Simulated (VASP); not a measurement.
# Cu (Fm-3m) in VASP: relaxation of cell and atoms with PBE

Aim: the relaxation of cell and atoms of Cu with PBE.

Everything below comes from runs of VASP 6.6.1. Logs are shortened: lines on timing, memory, paths and dates and some standing lists are left out, and cuts for length are marked.

## Step 1: The cell of the first run

The structure is cubic, space group Fm-3m (No. 225). Conventional cell: a = 3.629 Å, b = 3.629 Å, c = 3.629 Å, α = 90.00°, β = 90.00°, γ = 90.00°. Cu (site symmetry m-3m) has 12 Cu at 2.57 Å within 3.4 Å.

## Step 2: Relaxation of cell and atoms, PBE, non-collinear spin, zero start, spin-orbit coupling

Input file INCAR:

```
SYSTEM = Cu
  PREC = Accurate
  ENCUT = 600
  EDIFF = 1E-7
  ISMEAR = -1
  SIGMA = 0.05
  LREAL = .FALSE.
  LASPH = .TRUE.
  NELM = 150
  ALGO = Normal
  ISIF = 3
  LWAVE = .FALSE.
  LCHARG = .FALSE.
  LNONCOLLINEAR = .TRUE.
  MAGMOM = 0 0 0
  LORBIT = 11
  LSORBIT = .TRUE.
  GGA_COMPAT = .FALSE.
  LORBMOM = .TRUE.
  LMAXMIX = 4
  GGA = PE
  IBRION = 2
  NSW = 45
  EDIFFG = -0.005
```

Input file KPOINTS:

```
regular mesh
0
G
  19 19 19
  0 0 0
```

Input file POSCAR:

```
Cu
1.0
    0.0000000000      1.8145933008      1.8145933008
    1.8145933008      0.0000000000      1.8145933008
    1.8145933008      1.8145933008      0.0000000000
Cu
1
Direct
    0.0000000000      0.0000000000      0.0000000000
```

Potentials or basis: VASP PAW PBE potentials, release 64 (Cu).

Started as:

```bash
> cat potpaw_PBE.64/Cu/POTCAR > POTCAR
> mpirun -np 1 vasp_ncl > vasp.out
```

OUTCAR:

```text
SYSTEM = Cu
   PREC = Accurate
   ENCUT = 600
   EDIFF = 1E-7
   ISMEAR = -1
   LREAL = .FALSE.
   LASPH = .TRUE.
   NELM = 150
   ISIF = 3
   LNONCOLLINEAR = .TRUE.
   LORBIT = 11
   LSORBIT = .TRUE.
   GGA = PE
   IBRION = 2
   NSW = 45
   EDIFFG = -0.005

 ion  position               nearest neighbor table
   1  0.000  0.000  0.000-

  LATTYP: Found a face centered cubic cell.
 ALAT       =     3.6291866016

  Lattice vectors:

 A1 = (   0.0000000000,   1.8145933008,   1.8145933008)
 A2 = (   1.8145933008,   0.0000000000,   1.8145933008)
 A3 = (   1.8145933008,   1.8145933008,   0.0000000000)

Analysis of symmetry for initial positions (statically):
=====================================================================
 Subroutine PRICEL returns:
 Original cell was already a primitive cell.

 Routine SETGRP: Setting up the symmetry group for a
 face centered cubic supercell.

 Subroutine GETGRP returns: Found 48 space group operations
 (whereof 48 operations were pure point group operations)
 out of a pool of 48 trial point group operations.

The static configuration has the point symmetry O_h .

Analysis of symmetry for dynamics (positions and initial velocities):
=====================================================================
 Subroutine PRICEL returns:
 Original cell was already a primitive cell.

 Routine SETGRP: Setting up the symmetry group for a
 face centered cubic supercell.

 Subroutine GETGRP returns: Found 48 space group operations
 (whereof 48 operations were pure point group operations)
 out of a pool of 48 trial point group operations.

The dynamic configuration has the point symmetry O_h .

Analysis of structural, dynamic, and magnetic symmetry:
=====================================================================
 Subroutine PRICEL returns:
 Original cell was already a primitive cell.

 Routine SETGRP: Setting up the symmetry group for a
 face centered cubic supercell.

 Subroutine GETGRP returns: Found 48 space group operations
 (whereof 48 operations were pure point group operations)
 out of a pool of 48 trial point group operations.

The overall configuration has the point symmetry O_h .

 Subroutine INISYM returns: Found 48 space group operations
 (whereof 48 operations are pure point group operations),
 and found     1 'primitive' translations

----------------------------------------------------------------------------------------

                                     Primitive cell

  volume of cell :      11.9500

  direct lattice vectors                    reciprocal lattice vectors
     0.000000000  1.814593301  1.814593301    -0.275543837  0.275543837  0.275543837
     1.814593301  0.000000000  1.814593301     0.275543837 -0.275543837  0.275543837
     1.814593301  1.814593301  0.000000000     0.275543837  0.275543837 -0.275543837

  length of vectors
     2.566222456  2.566222456  2.566222456     0.477255925  0.477255925  0.477255925

  position of ions in fractional coordinates (direct lattice)
     0.000000000  0.000000000  0.000000000

  ion indices of the primitive-cell ions
   primitive index   ion index
                 1           1

----------------------------------------------------------------------------------------

 KPOINTS: regular mesh

Automatic generation of k-mesh.
 Grid dimensions read from file:
 generate k-points for:   19   19   19

 Generating k-lattice:

  Cartesian coordinates                     Fractional coordinates (reciprocal lattice)
    -0.014502307  0.014502307  0.014502307     0.052631579  0.000000000  0.000000000
     0.014502307 -0.014502307  0.014502307     0.000000000  0.052631579  0.000000000
     0.014502307  0.014502307 -0.014502307     0.000000000  0.000000000  0.052631579

  Length of vectors
     0.025118733  0.025118733  0.025118733

  Shift w.r.t. Gamma in fractional coordinates (k-lattice)
     0.000000000  0.000000000  0.000000000
[... 61 lines left out ...]
   PSTRESS=    0.0 pullay stress
   NELECT =      11.0000    total number of electrons
   NUPDOWN=      -1.0000    fix difference up-down
   EMIN   =  10.00;   EMAX   =-10.00  energy-range for DOS
   EFERMI =   0.00;   METHOD = LEGACY
   ISMEAR =    -1;   SIGMA  =   0.05  broadening in eV -4-tet -1-fermi 0-gaus
   EFERMI_NEDOS =   21; number of points for ismear=-14 and -15
   IALGO  =     38    algorithm
   IMIX   =      4    mixing-type and parameters
     AMIX     =   0.40;   BMIX     =  1.00
     AMIX_MAG =   1.60;   BMIX_MAG =  1.00
  volume/ion in A,a.u.               =      11.95        80.64
  Fermi-wavevector in a.u.,A,eV,Ry     =   1.592513  3.009414 34.505720  2.536099
  Thomas-Fermi vector in A             =   2.690887
   LORBIT       =     11    0 simple, 1 ext, 2 COOP (PROOUT), +10 PAW based schemes
   GGA     = PE    functional components
   LHFCALC =     F    Hartree Fock is set to
   AEXX    =    0.0000 exact exchange contribution
   IVDW    =     0    specifies the selected vdW correction
   LEPSILON=     F    determine dielectric tensor
   LRPA    =     F    only Hartree local field effects (RPA)
 conjugate gradient relaxation of ions
  energy-cutoff  :      600.00
  volume of cell :       11.95
 maximum number of plane-waves:       830
 NGX is ok and might be reduce to    24
   NGX = 11   NGY = 11   NGZ = 11

--------------------------------------- Ionic step        1  -------------------------------------------

 number of electron      10.9999998 magnetization       0.0000000      0.0000000      0.0000000

 number of electron      10.9999998 magnetization      -0.0000000      0.0000000      0.0000000

 number of electron      10.9999998 magnetization       0.0000000     -0.0000000     -0.0000000

 Free energy of the ion-electron system (eV)
  ---------------------------------------------------
  ext. energy  EPLUGINS =         0.00000000
  ---------------------------------------------------
  free energy    TOTEN  =        -3.73386772 eV

  energy without entropy =       -3.73060741  energy(sigma->0) =       -3.73223757

------------------------ aborting loop because EDIFF is reached ----------------------------------------

  FORCE on cell =-STRESS in cart. coord.  units (eV):
  Direction    XX          YY          ZZ          XY          YZ          ZX
  --------------------------------------------------------------------------------------
  -------------------------------------------------------------------------------------
  Total        0.0422747      0.0422747      0.0422747      0.0000000      0.0000000      0.0000000
  in kB        5.6679184      5.6679184      5.6679184      0.0000000      0.0000000      0.0000000
  external PRESSURE =       5.6679184 kB  Pullay stress =       0.0000000 kB
[... 61 lines left out ...]
 number of electron      10.9999998 magnetization       0.0000000     -0.0000000      0.0000000

 number of electron      10.9999998 magnetization      -0.0000000      0.0000000     -0.0000000

 Free energy of the ion-electron system (eV)
  ---------------------------------------------------
  ext. energy  EPLUGINS =         0.00000000
  ---------------------------------------------------
  free energy    TOTEN  =        -3.73394729 eV

  energy without entropy =       -3.73066983  energy(sigma->0) =       -3.73230856

 E-fermi :   7.4455     XC(G=0): -12.6366

 val. band max:        7.4216600643   @ k =   0.4211   0.4211   0.0000
 cond. band min:       7.4481144899   @ k =  -0.3684   0.1579   0.0526
 fundamental gap:      0.0264544256
 Fermi energy:         7.4454710648

 k-point     1 :       0.0000    0.0000    0.0000
  band No.  band energies     occupation
      1      -1.8401      1.00000
      2      -1.8401      1.00000
      3       4.3274      1.00000
      4       4.3274      1.00000
      5       4.3274      1.00000
      6       4.3274      1.00000
[... 481 lines left out ...]
      5       4.4229      1.00000
      6       4.4229      1.00000
[... 10 lines left out ...]
     17      30.3601      0.00000
     18      30.3601      0.00000

 [... further k-points ...]

------------------------ aborting loop because EDIFF is reached ----------------------------------------

  FORCE on cell =-STRESS in cart. coord.  units (eV):
  Direction    XX          YY          ZZ          XY          YZ          ZX
  --------------------------------------------------------------------------------------
  -------------------------------------------------------------------------------------
  Total        0.0017568      0.0017568      0.0017568     -0.0000000     -0.0000000     -0.0000000
  in kB        0.2346344      0.2346344      0.2346344     -0.0000000     -0.0000000     -0.0000000
  external PRESSURE =       0.2346344 kB  Pullay stress =       0.0000000 kB
[... 16 lines left out ...]
  FREE ENERGIE OF THE ION-ELECTRON SYSTEM (eV)
  ---------------------------------------------------
  free  energy   TOTEN  =        -3.7339472890 eV

  energy  without entropy=       -3.7306698308  energy(sigma->0) =       -3.73230856

 reached required accuracy - stopping structural energy minimisation

 orbital moment (x)

 # of ion     p       d       tot
 ----------------------------------------
  1         0.000  -0.000  -0.000
 ----------------------------------------
            0.000  -0.000  -0.000

 orbital moment (y)

 # of ion     p       d       tot
 ----------------------------------------
  1         0.000   0.000   0.000
 ----------------------------------------
            0.000   0.000   0.000

 orbital moment (z)

 # of ion     p       d       tot
 ----------------------------------------
  1         0.000   0.000   0.000
 ----------------------------------------
            0.000   0.000   0.000

 Spin-Orbit-Coupling matrix elements

 Ion:    1  E_soc:     -0.0130608
 l=   1
     0.0000000    -0.0003426    -0.0003426
    -0.0003426     0.0000000    -0.0003426
    -0.0003426    -0.0003426     0.0000000
 l=   2
     0.0000000    -0.0003774     0.0000000    -0.0003774    -0.0014568
    -0.0003774     0.0000000    -0.0010926    -0.0003774    -0.0003642
     0.0000000    -0.0010926     0.0000000    -0.0010926     0.0000000
    -0.0003774    -0.0003774    -0.0010926     0.0000000    -0.0003642
    -0.0014568    -0.0003642     0.0000000    -0.0003642     0.0000000
 l=   3
     0.0000000     0.0000000     0.0000000     0.0000000     0.0000000     0.0000000     0.0000000
     0.0000000     0.0000000     0.0000000     0.0000000     0.0000000     0.0000000     0.0000000
     0.0000000     0.0000000     0.0000000     0.0000000     0.0000000     0.0000000     0.0000000
     0.0000000     0.0000000     0.0000000     0.0000000     0.0000000     0.0000000     0.0000000
     0.0000000     0.0000000     0.0000000     0.0000000     0.0000000     0.0000000     0.0000000
     0.0000000     0.0000000     0.0000000     0.0000000     0.0000000     0.0000000     0.0000000
     0.0000000     0.0000000     0.0000000     0.0000000     0.0000000     0.0000000     0.0000000

 total charge

# of ion       s       p       d       tot
------------------------------------------
    1        0.442   0.372   9.170   9.984

 magnetization (x)

# of ion       s       p       d       tot
------------------------------------------
    1        0.000   0.000   0.000   0.000

 magnetization (y)

# of ion       s       p       d       tot
------------------------------------------
    1        0.000   0.000   0.000   0.000

 magnetization (z)

# of ion       s       p       d       tot
------------------------------------------
    1        0.000  -0.000   0.000  -0.000
```

Run time: 4.2 min. Hardware: 1 thread of Intel Xeon Platinum 8488C (Sapphire Rapids), shared host; peak memory 0.26 GiB.

What came out:

```
Free energy                                           : -3.7339 eV
Relaxed volume                                        : 12.00 Å³/atom
Relaxed cell                                          : a = 2.570 Å, b = 2.570 Å, c = 2.570 Å, α = 60.00°, β = 60.00°, γ = 60.00°
Space group after relaxing (to 0.1 Å)                 : Fm-3m (No. 225)
Energy gained by relaxing                             : 0.1 meV/atom
Ionic steps                                           : 3
Pressure after relaxing                               : 0.0 GPa
Net moment                                            : 0.00 μB per cell
Valence electrons inside the program's atomic spheres : Cu 9.98
```

Final structure:
```
Cu
1.0
     0.00000    1.81694    1.81694
     1.81694    0.00000    1.81694
     1.81694    1.81694    0.00000
Cu
1
Direct
  0.00000 0.00000 0.00000
```

Moments on the atoms (μB; x, y, z):
```
Cu  0.00 0.00 0.00
```
